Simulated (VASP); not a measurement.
# Cd2HgTe3 (P3m1) in VASP: further runs

The runs below take Cd2HgTe3 through single point, with PBE.

All numbers are computed with VASP 6.6.1; they aren't measurements. Logs are shortened: lines on timing, memory, paths and dates and some standing lists are left out, and cuts for length are marked.

### 1 The cell of the first run

It takes space group P3m1 (No. 156, trigonal). The conventional cell has a = 4.841 Å, b = 4.841 Å, c = 11.844 Å, α = 90.00°, β = 90.00°, γ = 120.00°. Cd (site symmetry 3m) has 4 Te at 2.96 Å within 3.9 Å. Within 3.9 Å of Cd (site symmetry 3m) lie 4 Te at 2.96 Å. Hg (site symmetry 3m) has 4 Te at 2.97 Å within 3.9 Å. Within 3.9 Å of Te (site symmetry 3m) lie 1 Cd at 2.96 Å and 3 Hg at 2.97 Å. Te (site symmetry 3m) has 3 Cd at 2.96 Å and 1 Hg at 2.97 Å within 3.9 Å. Te (site symmetry 3m) has 4 Cd at 2.96 Å within 3.9 Å.

### 2 Single point, PBE (volume scaled by 1.10, then relaxed in part)

Input file INCAR:

```
SYSTEM = Cd2HgTe3
PREC = Accurate
ENCUT = 520
EDIFF = 1E-6
ISMEAR = 0
SIGMA = 0.1
LREAL = .FALSE.
LASPH = .TRUE.
NELM = 80
ALGO = Normal
ISIF = 2
LWAVE = .FALSE.
LCHARG = .TRUE.
GGA = PE
LELF = .TRUE.
LVHAR = .TRUE.
NBANDS = 36
```

Input file KPOINTS:

```
regular mesh
0
G
  12 12 4
  0 0 0
```

Input file POSCAR:

```
Cd2HgTe3
1.0
    4.8413747422      0.0000000000      0.0000000000
   -2.4206873711      4.1927535160      0.0000000000
    0.0000000000      0.0000000000     11.8438634272
Cd Hg Te
2 1 3
Direct
    0.0000000000      0.0000000000      0.0005620000
    0.6666666667      0.3333333333      0.3333650000
    0.3333333333      0.6666666667      0.6666610000
    0.0000000000      0.0000000000      0.7506830000
    0.3333333333      0.6666666667      0.4156450000
    0.6666666667      0.3333333333      0.0830850000
```

Potentials or basis: VASP PAW PBE potentials, release 64 (Cd, Hg, Te).

Started as:

```bash
> cat potpaw_PBE.64/Cd/POTCAR potpaw_PBE.64/Hg/POTCAR potpaw_PBE.64/Te/POTCAR > POTCAR
> mpirun -np 1 vasp_std > vasp.out
```

OUTCAR:

```text
SYSTEM = Cd2HgTe3
   PREC = Accurate
   ENCUT = 520
   EDIFF = 1E-6
   ISMEAR = 0
   LREAL = .FALSE.
   LASPH = .TRUE.
   NELM = 80
   ISIF = 2
   GGA = PE

 ion  position               nearest neighbor table
   1  0.000  0.000  0.001-   4 2.96   6 2.96   6 2.96   6 2.96
   2  0.667  0.333  0.333-   5 2.96   5 2.96   5 2.96   6 2.96
   3  0.333  0.667  0.667-   4 2.97   4 2.97   4 2.97   5 2.97
   4  0.000  0.000  0.751-   1 2.96   3 2.97   3 2.97   3 2.97
   5  0.333  0.667  0.416-   2 2.96   2 2.96   2 2.96   3 2.97
   6  0.667  0.333  0.083-   1 2.96   1 2.96   1 2.96   2 2.96

  LATTYP: Found a hexagonal cell.
 ALAT       =     4.8413747422
 C/A-ratio  =     2.4463843552

  Lattice vectors:

 A1 = (   4.8413747422,   0.0000000000,   0.0000000000)
 A2 = (  -2.4206873711,   4.1927535160,   0.0000000000)
 A3 = (   0.0000000000,   0.0000000000,  11.8438634272)

Analysis of symmetry for initial positions (statically):
=====================================================================
 Subroutine PRICEL returns:
 Original cell was already a primitive cell.

 Routine SETGRP: Setting up the symmetry group for a
 hexagonal supercell.

 Subroutine GETGRP returns: Found  6 space group operations
 (whereof  6 operations were pure point group operations)
 out of a pool of 24 trial point group operations.

The static configuration has the point symmetry C_3v.

Analysis of symmetry for dynamics (positions and initial velocities):
=====================================================================
 Subroutine PRICEL returns:
 Original cell was already a primitive cell.

 Routine SETGRP: Setting up the symmetry group for a
 hexagonal supercell.

 Subroutine GETGRP returns: Found  6 space group operations
 (whereof  6 operations were pure point group operations)
 out of a pool of 24 trial point group operations.

The dynamic configuration has the point symmetry C_3v.

 Subroutine INISYM returns: Found  6 space group operations
 (whereof  6 operations are pure point group operations),
 and found     1 'primitive' translations

----------------------------------------------------------------------------------------

                                     Primitive cell

  volume of cell :     240.4149

[... 90 lines left out ...]
   ISPIN  =      1    spin polarized calculation?
   LNONCOLLINEAR =      F non collinear calculations
   LSORBIT =      F    spin-orbit coupling
   LASPH  =      T    aspherical Exc in radial PAW
   ENCUT  =  520.0 eV  38.22 Ry    6.18 a.u.   9.00  9.00 22.02*2*pi/ulx,y,z
   NELM   =     80;   NELMIN=  2; NELMDL= -5     # of ELM steps
   EDIFF  = 0.1E-05   stopping-criterion for ELM
   LREAL  =      F    real-space projection
   EDIFFG = 0.1E-04   stopping-criterion for IOM
   NSW    =      0    number of steps for IOM
   IBRION =     -1    ionic relax: 0-MD 1-quasi-New 2-CG
   NFREE  =      0    steps in history (QN), initial steepest desc. (CG)
   ISIF   =      2    stress and relaxation
   ISYM   =      2    0-nonsym 1-usesym 2-fastsym
   POTIM  = 0.5000    time-step for ionic-motion
   TEBEG  =    0.0;   TEEND  =   0.0 temperature during run
   PSTRESS=    0.0 pullay stress
   NELECT =      54.0000    total number of electrons
   NUPDOWN=      -1.0000    fix difference up-down
   EMIN   =  10.00;   EMAX   =-10.00  energy-range for DOS
   EFERMI =   0.00;   METHOD = LEGACY
   ISMEAR =     0;   SIGMA  =   0.10  broadening in eV -4-tet -1-fermi 0-gaus
   EFERMI_NEDOS =   21; number of points for ismear=-14 and -15
   IALGO  =     38    algorithm
   IMIX   =      4    mixing-type and parameters
     AMIX     =   0.40;   BMIX     =  1.00
     AMIX_MAG =   1.60;   BMIX_MAG =  1.00
  volume/ion in A,a.u.               =      40.07       270.40
  Fermi-wavevector in a.u.,A,eV,Ry     =   0.995143  1.880548 13.473987  0.990310
  Thomas-Fermi vector in A             =   2.127143
   LORBIT       =      0    0 simple, 1 ext, 2 COOP (PROOUT), +10 PAW based schemes
   GGA     = PE    functional components
   LHFCALC =     F    Hartree Fock is set to
   AEXX    =    0.0000 exact exchange contribution
   IVDW    =     0    specifies the selected vdW correction
   LEPSILON=     F    determine dielectric tensor
   LRPA    =     F    only Hartree local field effects (RPA)
 non-spin polarized calculation
 Gauss-broadening in eV      SIGMA  =   0.10
  energy-cutoff  :      520.00
  volume of cell :      240.41
 maximum number of plane-waves:      6528
   NGX = 17   NGY = 17   NGZ = 45

 number of electron      54.0000011 magnetization

 Free energy of the ion-electron system (eV)
  ---------------------------------------------------
  ext. energy  EPLUGINS =         0.00000000
  ---------------------------------------------------
  free energy    TOTEN  =       -13.07859135 eV

  energy without entropy =      -13.07806185  energy(sigma->0) =      -13.07832660

 E-fermi :   1.2679     XC(G=0):  -7.9153

 val. band max:        1.1863044753   @ k =   0.0000   0.0000   0.0000
 cond. band min:       1.6902381723   @ k =   0.0000   0.0000   0.2500
 fundamental gap:      0.5039336970
 Fermi energy:         1.2679375541

 k-point     1 :       0.0000    0.0000    0.0000
  band No.  band energies     occupation
      1      -9.4252      2.00000
      2      -9.1890      2.00000
      3      -9.1367      2.00000
      4      -6.7913      2.00000
      5      -6.7913      2.00000
      6      -6.7689      2.00000
[... 925 lines left out ...]
     35       6.4072      0.00000
     36       6.4233      0.00000

 [... further k-points ...]
[... 5 lines left out ...]
  --------------------------------------------------------------------------------------
  -------------------------------------------------------------------------------------
  Total       -3.8608294     -3.8608294     -3.8321961      0.0000000      0.0000000      0.0000000
  in kB      -25.7294069    -25.7294069    -25.5385883      0.0000000      0.0000000      0.0000000
  external PRESSURE =     -25.6658007 kB  Pullay stress =       0.0000000 kB

 VOLUME and BASIS-vectors are now :
 -----------------------------------------------------------------------------
  energy-cutoff  :      520.00
  volume of cell :      240.41
      direct lattice vectors                 reciprocal lattice vectors
     4.841374742  0.000000000  0.000000000     0.206552901  0.119253373  0.000000000
    -2.420687371  4.192753516  0.000000000     0.000000000  0.238506747  0.000000000
     0.000000000  0.000000000 11.843863427     0.000000000  0.000000000  0.084431909

 POSITION                                       TOTAL-FORCE (eV/Angst)
 -----------------------------------------------------------------------------------
      0.00000      0.00000      0.00666         0.000000      0.000000     -0.003327
      2.42069      1.39758      3.94833        -0.000000     -0.000000     -0.002196
     -0.00000      2.79517      7.89584        -0.000000     -0.000000      0.005333
      0.00000      0.00000      8.89099        -0.000000      0.000000     -0.000964
     -0.00000      2.79517      4.92284        -0.000000      0.000000      0.000323
      2.42069      1.39758      0.98405         0.000000     -0.000000      0.000832
 -----------------------------------------------------------------------------------
    total drift:                                0.000001     -0.000000     -0.000620

  FREE ENERGIE OF THE ION-ELECTRON SYSTEM (eV)
  ---------------------------------------------------
  free  energy   TOTEN  =       -13.0785913540 eV

  energy  without entropy=      -13.0780618504  energy(sigma->0) =      -13.07832660
```

stdout:

```text
POSCAR found type information on POSCAR CdHgTe
 POSCAR found :  3 types and       6 ions
 scaLAPACK will be used
 LDA part: xc-table for (Slater+PW92), standard interpolation
 POSCAR, INCAR and KPOINTS ok, starting setup
 FFT: planning ... GRIDC
 FFT: planning ... GRID_SOFT
 FFT: planning ... GRID
 WAVECAR not read
 entering main loop
```

Wall time 6 min (1 thread of Intel Xeon Platinum 8375C at 2.90GHz (Ice Lake), shared host); peak memory 0.73 GiB.

What came out:

* Free energy: -13.0786 eV
* Pressure: -2.6 GPa
* Largest force: 0.005 eV/Å
* Band gap on the k mesh: zero (filled and empty bands touch)

Forces in eV/Å, atoms in the order of the input:
```
Cd   0.000  0.000 -0.003
Cd   0.000  0.000 -0.002
Hg   0.000  0.000  0.005
Te   0.000  0.000 -0.001
Te   0.000  0.000  0.000
Te   0.000  0.000  0.001
```

Levels at points of the mesh, in eV from the Fermi level:
| k point | band 24 | band 25 | band 26 | band 27 | band 28 | band 29 | band 30 | band 31 |
| --- | --- | --- | --- | --- | --- | --- | --- | --- |
| (0.00, 0.00, 0.00) | -0.55 | -0.34 | -0.10 | -0.08 | -0.08 | 1.15 | 1.47 | 4.49 |
| (0.50, 0.00, 0.00) | -1.49 | -1.35 | -1.02 | -0.91 | 1.74 | 2.28 | 2.40 | 2.80 |
| (0.00, 0.00, 0.50) | -0.38 | -0.38 | -0.18 | -0.18 | 0.68 | 1.26 | 1.37 | 4.42 |
| (0.50, 0.00, 0.50) | -1.42 | -1.36 | -0.71 | -0.71 | 1.14 | 2.39 | 2.59 | 3.48 |

Caveat: the cell differs from its parent crystal (volume scaled by 1.10, then relaxed in part); spin-orbit coupling is left out, which moves the levels of the heavy elements.

### 3 Single point, PBE (volume scaled by 0.88, then relaxed in part)

Input file INCAR:

```
ALGO = Normal
EDIFF = 1E-7
ENCUT = 520
GGA = PE
ISIF = 2
ISMEAR = 0
LASPH = True
LCHARG = True
LELF = True
LREAL = False
LVHAR = True
LWAVE = False
NBANDS = 36
NELM = 100
PREC = Accurate
SIGMA = 0.1
```

Input file KPOINTS:

```
k-points
0
Gamma
  12 12 4
```

Input file POSCAR:

```
Cd2HgTe3
1.0
    4.4952435711      0.0000000000      0.0000000000
   -2.2476217856      3.8929951288      0.0000000000
    0.0000000000      0.0000000000     10.9904207977
Cd Hg Te
2 1 3
Direct
    0.0000000000      0.0000000000      0.0008179242
    0.6666666667      0.3333333333      0.3334025587
    0.3333333333      0.6666666667      0.6664985269
    0.0000000000      0.0000000000      0.7508788147
    0.3333333333      0.6666666667      0.4153473047
    0.6666666667      0.3333333333      0.0830558709
```

Potentials or basis: VASP PAW PBE potentials, release 64 (Cd, Hg, Te).

Started as:

```bash
> cat potpaw_PBE.64/Cd/POTCAR potpaw_PBE.64/Hg/POTCAR potpaw_PBE.64/Te/POTCAR > POTCAR
> mpirun -np 1 vasp_std > vasp.out
```

OUTCAR:

```text
EDIFF = 1E-7
   ENCUT = 520
   GGA = PE
   ISIF = 2
   ISMEAR = 0
   LASPH = True
   LREAL = False
   NELM = 100
   PREC = Accurate

 ion  position               nearest neighbor table
   1  0.000  0.000  0.001-   4 2.75   6 2.75   6 2.75   6 2.75
   2  0.667  0.333  0.333-   5 2.75   5 2.75   5 2.75   6 2.75
   3  0.333  0.667  0.666-   4 2.76   4 2.76   4 2.76   5 2.76
   4  0.000  0.000  0.751-   1 2.75   3 2.76   3 2.76   3 2.76
[... 1145 lines left out ...]
  --------------------------------------------------------------------------------------
  -------------------------------------------------------------------------------------
  Total        7.4718605      7.4718605      7.4507431     -0.0000000     -0.0000000      0.0000000
  in kB       62.2426293     62.2426293     62.0667149     -0.0000000     -0.0000000      0.0000000
  external PRESSURE =      62.1839911 kB  Pullay stress =       0.0000000 kB

 VOLUME and BASIS-vectors are now :
 -----------------------------------------------------------------------------
  energy-cutoff  :      520.00
  volume of cell :      192.33
      direct lattice vectors                 reciprocal lattice vectors
     4.495243571  0.000000000  0.000000000     0.222457356  0.128435814  0.000000000
    -2.247621786  3.892995129  0.000000000     0.000000000  0.256871629  0.000000000
     0.000000000  0.000000000 10.990420798     0.000000000  0.000000000  0.090988327

 POSITION                                       TOTAL-FORCE (eV/Angst)
 -----------------------------------------------------------------------------------
      0.00000      0.00000      0.00899         0.000000     -0.000000      0.001833
      2.24762      1.29767      3.66423        -0.000000     -0.000000      0.002245
     -0.00000      2.59533      7.32510        -0.000000      0.000000     -0.003381
      0.00000      0.00000      8.25247        -0.000000      0.000000      0.006958
     -0.00000      2.59533      4.56484         0.000000     -0.000000     -0.005366
      2.24762      1.29767      0.91282         0.000000     -0.000000     -0.002289
 -----------------------------------------------------------------------------------
    total drift:                                0.000000     -0.000000     -0.000261

  FREE ENERGIE OF THE ION-ELECTRON SYSTEM (eV)
  ---------------------------------------------------
  free  energy   TOTEN  =       -12.8061196374 eV

  energy  without entropy=      -12.8060668845  energy(sigma->0) =      -12.80609326
```

Run time: 6.6 min. Hardware: 1 thread of Intel Xeon Platinum 8375C at 2.90GHz (Ice Lake), shared host; peak memory 0.63 GiB.

Results:

```yaml
Free_energy: -12.8061 eV
Pressure: 6.2 GPa
Largest_force: 0.007 eV/Å
Band_gap_on_the_k_mesh: 0.27 eV, direct
```

Forces on the atoms (eV/Å):
```
Cd   0.000  0.000  0.002
Cd   0.000  0.000  0.002
Hg   0.000  0.000 -0.003
Te   0.000  0.000  0.007
Te   0.000  0.000 -0.005
Te   0.000  0.000 -0.002
```

Levels at points of the mesh, in eV from the valence-band top:
| k point | band 24 | band 25 | band 26 | band 27 | band 28 | band 29 | band 30 | band 31 |
| --- | --- | --- | --- | --- | --- | --- | --- | --- |
| (0.00, 0.00, 0.00) | -0.73 | -0.04 | 0.00 | 0.00 | 0.27 | 1.48 | 1.77 | 4.37 |
| (0.50, 0.00, 0.00) | -2.07 | -1.88 | -1.44 | -1.28 | 2.08 | 2.37 | 2.60 | 2.68 |
| (0.00, 0.00, 0.50) | -0.46 | -0.46 | -0.16 | -0.16 | 1.05 | 1.72 | 1.80 | 4.49 |
| (0.50, 0.00, 0.50) | -2.04 | -1.96 | -0.98 | -0.97 | 1.38 | 2.52 | 2.58 | 3.53 |

Caveat: the cell differs from its parent crystal (volume scaled by 0.88, then relaxed in part); spin-orbit coupling is left out, which moves the levels of the heavy elements.

### 4 Single point, PBE

This run uses another cell than the first one, of 36.43 Å³/atom, 0.909 times its volume.

Input file INCAR:

```
ALGO = Normal ; EDIFF = 1E-7
ENCUT = 520 ; GGA = PE
ISIF = 2 ; ISMEAR = 0
LASPH = T ; LCHARG = F
LREAL = F ; LWAVE = F
NBANDS = 36 ; NELM = 60
PREC = Accurate ; SIGMA = 0.1
```

Input file KPOINTS:

```
k-points
0
Gamma
  6 6 2
```

Input file POSCAR:

```
Cd2HgTe3
1.0
    4.6899816000      0.0000000000      0.0000000000
   -2.3449908000      4.0616432000      0.0000000000
    0.0000000000      0.0000000000     11.4734976000
Cd Hg Te
2 1 3
Direct
    0.0000000000      0.0000000000      0.0005620000
    0.6666667000      0.3333333000      0.3333650000
    0.3333333000      0.6666667000      0.6666610000
    0.0000000000      0.0000000000      0.7506830000
    0.3333333000      0.6666667000      0.4156450000
    0.6666667000      0.3333333000      0.0830850000
```

Started as:

```bash
> cat potpaw_PBE.64/Cd/POTCAR potpaw_PBE.64/Hg/POTCAR potpaw_PBE.64/Te/POTCAR > POTCAR
> mpirun -np 1 vasp_std > vasp.out
```

Wall time 68 s (1 thread of Intel Xeon 6975P-C (Granite Rapids), shared host); peak memory 0.39 GiB.

The run converged. Its results:

```yaml
Free_energy: -13.2482 eV
Pressure: 0.1 GPa
Largest_force: 0.005 eV/Å
Band_gap_on_the_k_mesh: zero (filled and empty bands touch)
```

Forces on the atoms (eV/Å):
```
Cd   0.000  0.000 -0.003
Cd   0.000  0.000 -0.004
Hg   0.000  0.000 -0.001
Te   0.000  0.000  0.002
Te   0.000  0.000  0.005
Te   0.000  0.000  0.001
```

Levels at points of the mesh, in eV from the Fermi level:
```tsv
k point	band 25	band 26	band 27	band 28	band 29	band 30
(0.00, 0.00, 0.00)	-0.09	-0.05	-0.03	-0.03	1.31	1.63
(0.50, 0.00, 0.00)	-1.54	-1.16	-1.03	1.93	2.48	2.51
(0.00, 0.00, 0.50)	-0.40	-0.15	-0.15	0.85	1.50	1.54
(0.50, 0.00, 0.50)	-1.57	-0.80	-0.79	1.26	2.53	2.66
```

Caveat: spin-orbit coupling is left out, which moves the levels of the heavy elements.

### 5 Single point, PBE (volume scaled by 0.97, then relaxed in part)

Input file INCAR:

```
SYSTEM = Cd2HgTe3
ALGO = Normal
EDIFF = 1E-6
ENCUT = 520
GGA = PE
ISIF = 2
ISMEAR = 0
LASPH = .TRUE.
LCHARG = .TRUE.
LELF = .TRUE.
LREAL = .FALSE.
LVHAR = .TRUE.
LWAVE = .FALSE.
NBANDS = 36
NELM = 60
PREC = Accurate
SIGMA = 0.1
```

Input file KPOINTS:

```
k-points
0
G
  12 12 4
  0 0 0
```

Input file POSCAR:

```
Cd2HgTe3
1.0
    4.6426048043      0.0000000000      0.0000000000
   -2.3213024021      4.0206137002      0.0000000000
    0.0000000000      0.0000000000     11.3575957607
Cd Hg Te
2 1 3
Direct
    0.0000000000      0.0000000000      0.0005620000
    0.6666666667      0.3333333333      0.3333650000
    0.3333333333      0.6666666667      0.6666610000
    0.0000000000      0.0000000000      0.7506830000
    0.3333333333      0.6666666667      0.4156450000
    0.6666666667      0.3333333333      0.0830850000
```

Started as:

```bash
> cat potpaw_PBE.64/Cd/POTCAR potpaw_PBE.64/Hg/POTCAR potpaw_PBE.64/Te/POTCAR > POTCAR
> mpirun -np 1 vasp_std > vasp.out
```

Wall time 4.7 min (1 thread of Intel Xeon 6975P-C (Granite Rapids), shared host); peak memory 0.66 GiB.

It converged, with:

- Free energy: -13.2377 eV
- Pressure: 1.2 GPa

Forces in eV/Å, atoms in the order of the input:
```
Cd   0.000  0.000  0.002
Cd   0.000  0.000  0.001
Hg   0.000  0.000 -0.002
Te   0.000  0.000 -0.001
Te   0.000  0.000  0.001
Te   0.000  0.000 -0.001
```

Levels at points of the mesh, in eV from the Fermi level:
| k point | band 24 | band 25 | band 26 | band 27 | band 28 | band 29 | band 30 | band 31 |
| --- | --- | --- | --- | --- | --- | --- | --- | --- |
| (0.00, 0.00, 0.00) | -0.68 | -0.11 | -0.08 | -0.08 | -0.05 | 1.30 | 1.61 | 4.40 |
| (0.50, 0.00, 0.00) | -1.84 | -1.67 | -1.27 | -1.14 | 1.92 | 2.46 | 2.48 | 2.57 |
| (0.00, 0.00, 0.50) | -0.46 | -0.46 | -0.21 | -0.21 | 0.85 | 1.52 | 1.54 | 4.42 |
| (0.50, 0.00, 0.50) | -1.78 | -1.71 | -0.89 | -0.89 | 1.24 | 2.49 | 2.60 | 3.48 |

Caveat: the cell differs from its parent crystal (volume scaled by 0.97, then relaxed in part); spin-orbit coupling is left out, which moves the levels of the heavy elements.

### 6 Summary

| cell | k mesh | gap on the mesh (eV) | pressure (GPa) | largest force (eV/Å) |
| --- | --- | --- | --- | --- |
| a = 4.841, b = 4.841, c = 11.844 Å, angles 90.0, 90.0, 120.0°, 6 atoms | 12 × 12 × 4 | none | -2.6 | 0.01 |
| a = 4.495, b = 4.495, c = 10.990 Å, angles 90.0, 90.0, 120.0°, 6 atoms | 12 × 12 × 4 | 0.27 | 6.2 | 0.01 |
| a = 4.690, b = 4.690, c = 11.473 Å, angles 90.0, 90.0, 120.0°, 6 atoms | 6 × 6 × 2 | none | 0.1 | - |
| a = 4.643, b = 4.643, c = 11.358 Å, angles 90.0, 90.0, 120.0°, 6 atoms | 12 × 12 × 4 | - | 1.2 | - |

Alike in all rows: task single point; level PBE; potentials or basis VASP PAW PBE potentials, release 64 (Cd, Hg, Te); no spin polarisation; cutoff (eV) 520; smearing gaussian 0.1 eV.

Caveats: spin-orbit coupling is left out, which moves the levels of the heavy elements.

Total energies depend on the potentials used, so only differences within one code and one set of settings carry meaning.
